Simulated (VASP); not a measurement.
# WCl (P6_3/mmc) in VASP: further runs

The runs below take WCl through single point, with PBE.

All numbers are computed with VASP 6.6.1; they aren't measurements. Logs are shortened: lines on timing, memory, paths and dates and some standing lists are left out, and cuts for length are marked.

## (1) The cell of the first run

It takes space group P6_3/mmc (No. 194, hexagonal). The conventional cell has a = 3.999 Å, b = 3.999 Å, c = 5.352 Å, α = 90.00°, β = 90.00°, γ = 120.00°. Within 3.1 Å of W (site symmetry -6m2) lie 3 Cl at 2.31 Å. Within 3.1 Å of Cl (site symmetry -6m2) lie 3 W at 2.31 Å and 2 Cl at 2.68 Å.

The cell was built from a structure type or drawn by symmetry, and may not be a known phase.

## (2) Single point, PBE

File INCAR:

```
PREC     = Accurate       # precision mode
ENCUT    = 500            # plane-wave cutoff, eV
EDIFF    = 1E-6           # SCF threshold, eV
ISMEAR   = 0              # smearing method
SIGMA    = 0.2            # smearing width, eV
LREAL    = False          # projectors in reciprocal space
LASPH    = True           # aspherical terms in the spheres
NELM     = 120            # most SCF steps
ALGO     = Normal         # electronic algorithm
ISIF     = 2              # what is computed and relaxed
LWAVE    = False          # write WAVECAR
LCHARG   = False          # write CHGCAR
GGA      = PE             # functional
NBANDS   = 29             # bands
GGA_COMPAT= False
```

File KPOINTS:

```
regular mesh
0
Gamma
  4 4 5
```

File POSCAR:

```
WCl
1.0
    3.9988724043      0.0000000021      0.0000000000
   -1.9994362040      3.4631250876      0.0000000000
    0.0000000000      0.0000000000      5.3523392161
W Cl
2 2
Direct
    0.3333333333      0.6666666667      0.2500000000
    0.6666666667      0.3333333333      0.7500000000
    0.0000000000      0.0000000000      0.2500000000
    0.0000000000      0.0000000000      0.7500000000
```

Potentials or basis: VASP PAW PBE potentials, release 64 (W_sv, Cl).

Launch:

```sh
cat potpaw_PBE.64/W_sv/POTCAR potpaw_PBE.64/Cl/POTCAR > POTCAR
mpirun -np 1 vasp_std > vasp.out
```

OUTCAR:

```text
PREC = Accurate
   ENCUT = 500
   EDIFF = 1E-6
   ISMEAR = 0
   LREAL = False
   LASPH = True
   NELM = 120
   ISIF = 2
   GGA = PE

 ion  position               nearest neighbor table
   1  0.333  0.667  0.250-   3 2.31   3 2.31   3 2.31
   2  0.667  0.333  0.750-   4 2.31   4 2.31   4 2.31
   3  0.000  0.000  0.250-   1 2.31   1 2.31   1 2.31
   4  0.000  0.000  0.750-   2 2.31   2 2.31   2 2.31

  LATTYP: Found a hexagonal cell.
 ALAT       =     3.9988724043
 C/A-ratio  =     1.3384621151

  Lattice vectors:

 A1 = (   3.9988724043,   0.0000000021,   0.0000000000)
 A2 = (  -1.9994362040,   3.4631250876,   0.0000000000)
 A3 = (   0.0000000000,   0.0000000000,   5.3523392161)

Analysis of symmetry for initial positions (statically):
=====================================================================
 Subroutine PRICEL returns:
 Original cell was already a primitive cell.

 Routine SETGRP: Setting up the symmetry group for a
 hexagonal supercell.

 Subroutine GETGRP returns: Found 24 space group operations
 (whereof 12 operations were pure point group operations)
 out of a pool of 24 trial point group operations.

The static configuration has the point symmetry D_3d.
 The point group associated with its full space group is D_6h.

Analysis of symmetry for dynamics (positions and initial velocities):
=====================================================================
 Subroutine PRICEL returns:
 Original cell was already a primitive cell.

 Routine SETGRP: Setting up the symmetry group for a
 hexagonal supercell.

 Subroutine GETGRP returns: Found 24 space group operations
 (whereof 12 operations were pure point group operations)
 out of a pool of 24 trial point group operations.

The dynamic configuration has the point symmetry D_3d.
 The point group associated with its full space group is D_6h.

 Subroutine INISYM returns: Found 24 space group operations
 (whereof 12 operations are pure point group operations),
 and found     1 'primitive' translations

----------------------------------------------------------------------------------------

                                     Primitive cell

  volume of cell :      74.1224

  direct lattice vectors                    reciprocal lattice vectors
     3.998872404  0.000000002  0.000000000     0.250070495  0.144378268  0.000000000
    -1.999436204  3.463125088  0.000000000    -0.000000000  0.288756535  0.000000000
     0.000000000  0.000000000  5.352339216     0.000000000  0.000000000  0.186834197

  length of vectors
     3.998872404  3.998872404  5.352339216     0.288756535  0.288756535  0.186834197

  position of ions in fractional coordinates (direct lattice)
     0.333333333  0.666666667  0.250000000
     0.666666667  0.333333333  0.750000000
     0.000000000  0.000000000  0.250000000
     0.000000000  0.000000000  0.750000000

  ion indices of the primitive-cell ions
   primitive index   ion index
                 1           1
                 2           2
                 3           3
                 4           4

----------------------------------------------------------------------------------------

 KPOINTS: regular mesh

Automatic generation of k-mesh.
 Grid dimensions read from file:
 generate k-points for:    4    4    5

 Generating k-lattice:

  Cartesian coordinates                     Fractional coordinates (reciprocal lattice)
     0.062517624  0.036094567  0.000000000     0.250000000  0.000000000  0.000000000
    -0.000000000  0.072189134  0.000000000     0.000000000  0.250000000  0.000000000
     0.000000000  0.000000000  0.037366839     0.000000000  0.000000000  0.200000000

  Length of vectors
     0.072189134  0.072189134  0.037366839

  Shift w.r.t. Gamma in fractional coordinates (k-lattice)
     0.000000000  0.000000000  0.000000000

 Subroutine IBZKPT returns following result:
 ===========================================

 Found     12 irreducible k-points:

 Following reciprocal coordinates:
            Coordinates               Weight
  0.000000  0.000000  0.000000      1.000000
  0.250000  0.000000  0.000000      6.000000
  0.500000  0.000000  0.000000      3.000000
  0.250000  0.250000  0.000000      6.000000
  0.000000  0.000000  0.200000      2.000000
  0.250000  0.000000  0.200000     12.000000
  0.500000  0.000000  0.200000      6.000000
  0.250000  0.250000  0.200000     12.000000
  0.000000  0.000000  0.400000      2.000000
  0.250000  0.000000  0.400000     12.000000
  0.500000  0.000000  0.400000      6.000000
  0.250000  0.250000  0.400000     12.000000
   k-points           NKPTS =     12   k-points in BZ     NKDIM =     12   number of bands    NBANDS=     29
   number of dos      NEDOS =    301   number of ions     NIONS =      4
   total plane-waves  NPLWV =  36000
   dimension x,y,z NGX =    30 NGY =   30 NGZ =   40
   dimension x,y,z NGXF=    60 NGYF=   60 NGZF=   80
   ions per type =               2   2
   NGX,Y,Z   is equivalent  to a cutoff of  12.47, 12.47, 12.42 a.u.
   NGXF,Y,Z  is equivalent  to a cutoff of  24.94, 24.94, 24.85 a.u.
 SYSTEM =  unknown system
   PREC   = accura    normal or accurate (medium, high low for compatibility)
   ISTART =      0    job   : 0-new  1-cont  2-samecut
   ICHARG =      2    charge: 1-file 2-atom 10-const
   ISPIN  =      1    spin polarized calculation?
   LNONCOLLINEAR =      F non collinear calculations
   LSORBIT =      F    spin-orbit coupling
   LASPH  =      T    aspherical Exc in radial PAW
   ENCUT  =  500.0 eV  36.75 Ry    6.06 a.u.   7.29  7.29  9.76*2*pi/ulx,y,z
   NELM   =    120;   NELMIN=  2; NELMDL= -5     # of ELM steps
   EDIFF  = 0.1E-05   stopping-criterion for ELM
   LREAL  =      F    real-space projection
   EDIFFG = 0.1E-04   stopping-criterion for IOM
   NSW    =      0    number of steps for IOM
   IBRION =     -1    ionic relax: 0-MD 1-quasi-New 2-CG
   NFREE  =      0    steps in history (QN), initial steepest desc. (CG)
   ISIF   =      2    stress and relaxation
   ISYM   =      2    0-nonsym 1-usesym 2-fastsym
   POTIM  = 0.5000    time-step for ionic-motion
   TEBEG  =    0.0;   TEEND  =   0.0 temperature during run
   PSTRESS=    0.0 pullay stress
   NELECT =      42.0000    total number of electrons
   NUPDOWN=      -1.0000    fix difference up-down
   EMIN   =  10.00;   EMAX   =-10.00  energy-range for DOS
   EFERMI =   0.00;   METHOD = LEGACY
   ISMEAR =     0;   SIGMA  =   0.20  broadening in eV -4-tet -1-fermi 0-gaus
   EFERMI_NEDOS =   21; number of points for ismear=-14 and -15
   IALGO  =     38    algorithm
   IMIX   =      4    mixing-type and parameters
     AMIX     =   0.40;   BMIX     =  1.00
     AMIX_MAG =   1.60;   BMIX_MAG =  1.00
  volume/ion in A,a.u.               =      18.53       125.05
  Fermi-wavevector in a.u.,A,eV,Ry     =   1.354695  2.560002 24.969386  1.835198
  Thomas-Fermi vector in A             =   2.481845
   LORBIT       =      0    0 simple, 1 ext, 2 COOP (PROOUT), +10 PAW based schemes
   GGA     = PE    functional components
   LHFCALC =     F    Hartree Fock is set to
   AEXX    =    0.0000 exact exchange contribution
   IVDW    =     0    specifies the selected vdW correction
   LEPSILON=     F    determine dielectric tensor
   LRPA    =     F    only Hartree local field effects (RPA)
 non-spin polarized calculation
 Gauss-broadening in eV      SIGMA  =   0.20
  energy-cutoff  :      500.00
  volume of cell :       74.12
 maximum number of plane-waves:      1910
 NGX is ok and might be reduce to    30
   NGX = 15   NGY = 15   NGZ = 19

 number of electron      41.9999993 magnetization

 Free energy of the ion-electron system (eV)
  ---------------------------------------------------
  ext. energy  EPLUGINS =         0.00000000
  ---------------------------------------------------
  free energy    TOTEN  =       -22.85311124 eV

  energy without entropy =      -22.74558498  energy(sigma->0) =      -22.79934811

 E-fermi :   8.4202     XC(G=0): -11.4245

 val. band max:        8.4114390935   @ k =   0.2500   0.2500   0.4000
 cond. band min:       8.4296059456   @ k =   0.2500   0.0000   0.2000
 fundamental gap:      0.0181668521
 Fermi energy:         8.4202090784

 k-point     1 :       0.0000    0.0000    0.0000
  band No.  band energies     occupation
      1     -66.4639      2.00000
      2     -66.4595      2.00000
      3     -30.8484      2.00000
      4     -30.8484      2.00000
      5     -30.8243      2.00000
      6     -30.8243      2.00000
[... 21 lines left out ...]
     28      12.1800      0.00000
     29      13.6822      0.00000

 k-point     2 :       0.2500    0.0000    0.0000
  band No.  band energies     occupation
      1     -66.4631      2.00000
      2     -66.4597      2.00000
      3     -30.8704      2.00000
      4     -30.8565      2.00000
      5     -30.8482      2.00000
      6     -30.8255      2.00000
[... 21 lines left out ...]
     28      11.2126      0.00000
     29      13.9375      0.00000

 k-point     3 :       0.5000    0.0000    0.0000
  band No.  band energies     occupation
      1     -66.4618      2.00000
      2     -66.4603      2.00000
      3     -30.8936      2.00000
      4     -30.8705      2.00000
      5     -30.8639      2.00000
      6     -30.8273      2.00000
[... 21 lines left out ...]
     28      12.9578      0.00000
     29      13.5060      0.00000

 k-point     4 :       0.2500    0.2500    0.0000
  band No.  band energies     occupation
      1     -66.4618      2.00000
      2     -66.4603      2.00000
      3     -30.8930      2.00000
      4     -30.8698      2.00000
      5     -30.8504      2.00000
      6     -30.8422      2.00000
[... 21 lines left out ...]
     28      12.4910      0.00000
     29      13.6017      0.00000

 k-point     5 :       0.0000    0.0000    0.2000
  band No.  band energies     occupation
      1     -66.4635      2.00000
      2     -66.4598      2.00000
      3     -30.8461      2.00000
      4     -30.8461      2.00000
      5     -30.8266      2.00000
      6     -30.8266      2.00000
[... 21 lines left out ...]
     28      11.8484      0.00000
     29      14.9952      0.00000

 k-point     6 :       0.2500    0.0000    0.2000
  band No.  band energies     occupation
      1     -66.4627      2.00000
      2     -66.4600      2.00000
      3     -30.8686      2.00000
      4     -30.8535      2.00000
      5     -30.8507      2.00000
      6     -30.8285      2.00000
[... 21 lines left out ...]
     28      10.8709      0.00000
     29      14.6135      0.00000

 k-point     7 :       0.5000    0.0000    0.2000
  band No.  band energies     occupation
      1     -66.4617      2.00000
      2     -66.4605      2.00000
      3     -30.8921      2.00000
      4     -30.8733      2.00000
      5     -30.8604      2.00000
      6     -30.8308      2.00000
[... 21 lines left out ...]
     28      13.3456      0.00000
     29      13.5524      0.00000

 k-point     8 :       0.2500    0.2500    0.2000
  band No.  band energies     occupation
      1     -66.4617      2.00000
      2     -66.4604      2.00000
      3     -30.8894      2.00000
      4     -30.8705      2.00000
      5     -30.8516      2.00000
      6     -30.8453      2.00000
[... 21 lines left out ...]
     28      12.4167      0.00000
     29      13.6414      0.00000

 k-point     9 :       0.0000    0.0000    0.4000
  band No.  band energies     occupation
      1     -66.4624      2.00000
      2     -66.4610      2.00000
      3     -30.8401      2.00000
      4     -30.8401      2.00000
      5     -30.8326      2.00000
      6     -30.8326      2.00000
[... 21 lines left out ...]
     28      11.6915      0.00000
     29      15.4278      0.00000

 k-point    10 :       0.2500    0.0000    0.4000
  band No.  band energies     occupation
      1     -66.4619      2.00000
      2     -66.4608      2.00000
      3     -30.8636      2.00000
      4     -30.8568      2.00000
      5     -30.8458      2.00000
      6     -30.8362      2.00000
[... 21 lines left out ...]
     28      10.3802      0.00000
     29      15.3766      0.00000

 k-point    11 :       0.5000    0.0000    0.4000
  band No.  band energies     occupation
      1     -66.4613      2.00000
      2     -66.4608      2.00000
      3     -30.8873      2.00000
      4     -30.8802      2.00000
      5     -30.8513      2.00000
      6     -30.8400      2.00000
[... 21 lines left out ...]
     28      13.5475      0.00000
     29      13.6605      0.00000

 k-point    12 :       0.2500    0.2500    0.4000
  band No.  band energies     occupation
      1     -66.4613      2.00000
      2     -66.4608      2.00000
      3     -30.8809      2.00000
      4     -30.8734      2.00000
      5     -30.8533      2.00000
      6     -30.8513      2.00000
[... 21 lines left out ...]
     28      12.3380      0.00000
     29      13.8205      0.00000

------------------------ aborting loop because EDIFF is reached ----------------------------------------

  FORCE on cell =-STRESS in cart. coord.  units (eV):
  Direction    XX          YY          ZZ          XY          YZ          ZX
  --------------------------------------------------------------------------------------
  -------------------------------------------------------------------------------------
  Total        0.2807982      0.2807982     -0.0443564     -0.0000000      0.0000000      0.0000000
  in kB        6.0695377      6.0695377     -0.9587776     -0.0000000      0.0000000      0.0000000
  external PRESSURE =       3.7267659 kB  Pullay stress =       0.0000000 kB

 VOLUME and BASIS-vectors are now :
 -----------------------------------------------------------------------------
  energy-cutoff  :      500.00
  volume of cell :       74.12
      direct lattice vectors                 reciprocal lattice vectors
     3.998872404  0.000000002  0.000000000     0.250070495  0.144378268  0.000000000
    -1.999436204  3.463125088  0.000000000    -0.000000000  0.288756535  0.000000000
     0.000000000  0.000000000  5.352339216     0.000000000  0.000000000  0.186834197

 POSITION                                       TOTAL-FORCE (eV/Angst)
 -----------------------------------------------------------------------------------
     -0.00000      2.30875      1.33808         0.000000      0.000000      0.000000
      1.99944      1.15438      4.01425         0.000000     -0.000000      0.000000
      0.00000      0.00000      1.33808        -0.000000      0.000000      0.000000
      0.00000      0.00000      4.01425         0.000000     -0.000000      0.000000
 -----------------------------------------------------------------------------------
    total drift:                               -0.000000      0.000000     -0.000000

  FREE ENERGIE OF THE ION-ELECTRON SYSTEM (eV)
  ---------------------------------------------------
  free  energy   TOTEN  =       -22.8531112408 eV

  energy  without entropy=      -22.7455849841  energy(sigma->0) =      -22.79934811
```

Wall time 22 s (1 thread of Intel Xeon Platinum 8259CL at 2.50GHz (Skylake/Cascade Lake), shared host); peak memory 0.18 GiB.

Results:

```
Free energy            : -22.8531 eV
Pressure               : 0.4 GPa
Band gap on the k mesh : zero (bands 21 and 22 overlap by 1.49 eV)
```

Stress tensor (GPa, compression positive):
```
 0.61  0.00  0.00
 0.00  0.61  0.00
 0.00  0.00 -0.10
```

Caveat: the k points lie up to 0.45 Å⁻¹ apart, too coarse for converged energies and pressures of a metal; spin-orbit coupling is left out, which moves the levels of the heavy elements.

## (3) Single point, PBE

This run uses another cell than the first one, of 19.07 Å³/atom.

File INCAR:

```
PREC = Accurate
ENCUT = 500
EDIFF = 1E-6
ISMEAR = 0
SIGMA = 0.2
LREAL = F
LASPH = T
NELM = 120
ALGO = Normal
ISIF = 2
LWAVE = F
LCHARG = F
GGA = PE
NBANDS = 29
GGA_COMPAT = F
```

File KPOINTS:

```
Automatic mesh
0
Gamma
  4 4 5
```

File POSCAR:

```
WCl
1.0
    4.1328186338      0.0000000000      0.0000000000
   -2.0664093169      3.5791259261      0.0000000000
    0.0000000000      0.0000000000      5.1580660502
W Cl
2 2
Direct
    0.0000000000      0.0000000000      0.2500000000
    0.0000000000      0.0000000000      0.7500000000
    0.3333333333      0.6666666667      0.2500000000
    0.6666666667      0.3333333333      0.7500000000
```

Potentials or basis: VASP PAW PBE potentials, release 64 (W_sv, Cl).

Launch:

```sh
cat potpaw_PBE.64/W_sv/POTCAR potpaw_PBE.64/Cl/POTCAR > POTCAR
mpirun -np 1 vasp_std > vasp.out
```

It took 20 s on 1 thread of Intel Xeon Platinum 8259CL at 2.50GHz (Skylake/Cascade Lake), shared host; peak memory 0.18 GiB.

The run converged. Its results:

```yaml
Free_energy: -24.9440 eV
Pressure: 0.8 GPa
Band_gap_on_the_k_mesh: zero (bands 21 and 22 overlap by 0.70 eV)
```

Stress tensor (GPa, compression positive):
```
0.89 0.00 0.00
0.00 0.89 0.00
0.00 0.00 0.63
```

Levels at points of the mesh, in eV from the Fermi level:
| k point | band 19 | band 20 | band 21 | band 22 | band 23 | band 24 |
| --- | --- | --- | --- | --- | --- | --- |
| (0.00, 0.00, 0.00) | -2.77 | -0.14 | -0.11 | 2.22 | 2.22 | 2.73 |
| (0.50, 0.00, 0.00) | -1.64 | -1.22 | -0.66 | 0.01 | 0.24 | 2.24 |

Caveat: the k points lie up to 0.44 Å⁻¹ apart, too coarse for converged energies and pressures of a metal; spin-orbit coupling is left out, which moves the levels of the heavy elements.

## (4) Single point, PBE

This run uses another cell than the first one, of 16.15 Å³/atom.

File INCAR:

```
  PREC = Accurate
  ENCUT = 500
  EDIFF = 1E-6
  ISMEAR = 0
  SIGMA = 0.2
  LREAL = F
  LASPH = T
  NELM = 120
  ALGO = Normal
  ISIF = 2
  LWAVE = F
  LCHARG = F
  GGA = PE
  NBANDS = 29
  GGA_COMPAT = F
```

File KPOINTS:

```
regular mesh
0
Gamma
  6 6 3
```

File POSCAR:

```
WCl
1.0
    2.9159837560      0.0000000000      0.0000000000
   -1.4579918780      2.5253160097      0.0000000000
    0.0000000000      0.0000000000      8.7714003615
W Cl
2 2
Direct
    0.0000000000      0.0000000000      0.5000000000
    0.0000000000      0.0000000000      0.0000000000
    0.6666666667      0.3333333333      0.7500000000
    0.3333333333      0.6666666667      0.2500000000
```

Launch:

```sh
cat potpaw_PBE.64/W_sv/POTCAR potpaw_PBE.64/Cl/POTCAR > POTCAR
mpirun -np 1 vasp_std > vasp.out
```

It took 18 s on 1 thread of Intel Xeon Platinum 8259CL at 2.50GHz (Skylake/Cascade Lake), shared host; peak memory 0.18 GiB.

The run converged. Its results:

| Item | Value |
| --- | --- |
| Free energy | -25.3718 eV |
| Pressure | 0.3 GPa |
| Band gap on the k mesh | zero (bands 21 and 22 overlap by 0.83 eV) |

Stress tensor (GPa, compression positive):
```
0.14 0.00 0.00
0.00 0.14 0.00
0.00 0.00 0.60
```

Levels at points of the mesh, in eV from the Fermi level:
| k point | band 19 | band 20 | band 21 | band 22 | band 23 | band 24 |
| --- | --- | --- | --- | --- | --- | --- |
| (0.00, 0.00, 0.00) | -0.67 | -0.67 | -0.10 | -0.10 | 0.68 | 1.71 |
| (0.50, 0.00, 0.00) | -1.32 | -1.10 | 0.47 | 1.95 | 2.21 | 2.47 |

Caveat: the k points lie up to 0.41 Å⁻¹ apart, too coarse for converged energies and pressures of a metal; spin-orbit coupling is left out, which moves the levels of the heavy elements.

## (5) Overview

| cell | k mesh | gap on the mesh (eV) | pressure (GPa) |
| --- | --- | --- | --- |
| a = 3.999, b = 3.999, c = 5.352 Å, angles 90.0, 90.0, 120.0°, 4 atoms, atomic positions A | 4 × 4 × 5 | none | 0.4 |
| a = 4.133, b = 4.133, c = 5.158 Å, angles 90.0, 90.0, 120.0°, 4 atoms, atomic positions B | 4 × 4 × 5 | none | 0.8 |
| a = 2.916, b = 2.916, c = 8.771 Å, angles 90.0, 90.0, 120.0°, 4 atoms, atomic positions C | 6 × 6 × 3 | none | 0.3 |

Alike in all rows: task single point; level PBE; potentials or basis VASP PAW PBE potentials, release 64 (W_sv, Cl); no spin polarisation; cutoff (eV) 500; smearing gaussian 0.2 eV.

Caveats: all runs use coarse meshes; spin-orbit coupling is left out, which moves the levels of the heavy elements.

Total energies depend on the potentials used, so only differences within one code and one set of settings carry meaning.
